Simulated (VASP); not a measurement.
Input of a VASP 6.6.1 run:

Contents of POSCAR:

```
Bi
1.0
    2.2658947882      1.3082149659      4.1344471186
   -2.2658947882      1.3082149659      4.1344471186
    0.0000000000     -2.6164299318      4.1344471186
Bi
2
Direct
    0.2314156055      0.2314156055      0.2314156055
    0.7685843945      0.7685843945      0.7685843945
```

Contents of INCAR.step1:

```
SYSTEM = Bi
PREC     = Accurate       ! precision mode
ENCUT    = 520            ! plane-wave cutoff, eV
ISMEAR   = 0              ! smearing method
SIGMA    = 0.05           ! smearing width, eV
LREAL    = .FALSE.        ! projectors in reciprocal space
LASPH    = .TRUE.         ! aspherical terms in the spheres
NELM     = 80             ! most SCF steps
NBANDS   = 22             ! bands
GGA      = PE             ! functional
ALGO     = Normal         ! electronic algorithm
EDIFF    = 1E-4           ! SCF threshold, eV
LWAVE    = .TRUE.         ! write WAVECAR
LCHARG   = .FALSE.        ! write CHGCAR
```

File INCAR.step2:

```
SYSTEM = Bi
PREC     = Accurate       ! precision mode
ENCUT    = 520            ! plane-wave cutoff, eV
EDIFF    = 1E-7           ! SCF threshold, eV
ISMEAR   = 0              ! smearing method
SIGMA    = 0.05           ! smearing width, eV
LREAL    = .FALSE.        ! projectors in reciprocal space
LASPH    = .TRUE.         ! aspherical terms in the spheres
NELM     = 80             ! most SCF steps
ALGO     = Normal         ! electronic algorithm
ISIF     = 2              ! what is computed and relaxed
LWAVE    = .FALSE.        ! write WAVECAR
LCHARG   = .FALSE.        ! write CHGCAR
METAGGA  = R2SCAN         ! meta-GGA
LMIXTAU  = .TRUE.       
NBANDS   = 22             ! bands
ISTART   = 1
```

KPOINTS

```
Automatic mesh
0
G
  12 12 12
  0 0 0
```

Potentials or basis: VASP PAW PBE potentials, release 64 (Bi_d).

The run is started by

```bash
$ cat potpaw_PBE.64/Bi_d/POTCAR > POTCAR
$ cp INCAR.step1 INCAR
$ mpirun -np 1 vasp_std > vasp.out
$ cp INCAR.step2 INCAR
$ mpirun -np 1 vasp_std > vasp.out
```

Task: Estimate the pressure.

Result: 0.0 GPa.

Task: Estimate the band gap on the k mesh.

Result: Zero (band 15 reaches 5.83 eV, above the bottom of band 16 at 5.72 eV).

Forces in eV/Å, atoms in the order of the input:
```
Bi   0.000  0.000  0.018
Bi   0.000  0.000 -0.018
```

Caveat: the PAW data sets were made with another functional, which shifts forces and pressure a little; spin-orbit coupling is left out, which moves the levels of the heavy elements.
